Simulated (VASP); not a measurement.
Input of a VASP 6.6.1 run:

INCAR

```
ALGO = Normal
EDIFF = 1E-6
ENCUT = 520
GGA = PE
ISIF = 2
ISMEAR = 0
LASPH = T
LCHARG = T
LELF = T
LREAL = F
LVHAR = T
LWAVE = F
NBANDS = 11
NELM = 80
PREC = Accurate
SIGMA = 0.01
```

File KPOINTS:

```
k-points
0
Gamma
  6 6 6
```

Contents of POSCAR:

```
BAs
1.0
    0.0000000000      2.3918699019      2.3918699019
    2.2775385206      0.0000000000      2.3918699019
    2.2775385206      2.3918699019      0.0000000000
B As
1 1
Direct
    0.0000000000      0.0000000000      0.0000000000
    0.2500000000      0.2500000000      0.2500000000
```

Potentials or basis: VASP PAW PBE potentials, release 64 (B, As).

Run with:

```sh
$ cat potpaw_PBE.64/B/POTCAR potpaw_PBE.64/As/POTCAR > POTCAR
$ mpirun -np 1 vasp_std > vasp.out
```

Q: Predict the pressure.

A: 10.6 GPa.

Q: What does it give for the band gap on the k mesh?

A: 0.50 eV, indirect (least direct gap 2.83 eV).

Stress tensor (GPa, compression positive):
```
16.94  0.00  0.00
 0.00  7.39  0.00
 0.00  0.00  7.39
```

Caveat: the cell differs from its parent crystal (uniaxial x strain -4.8%). A k mesh can miss the band edges.
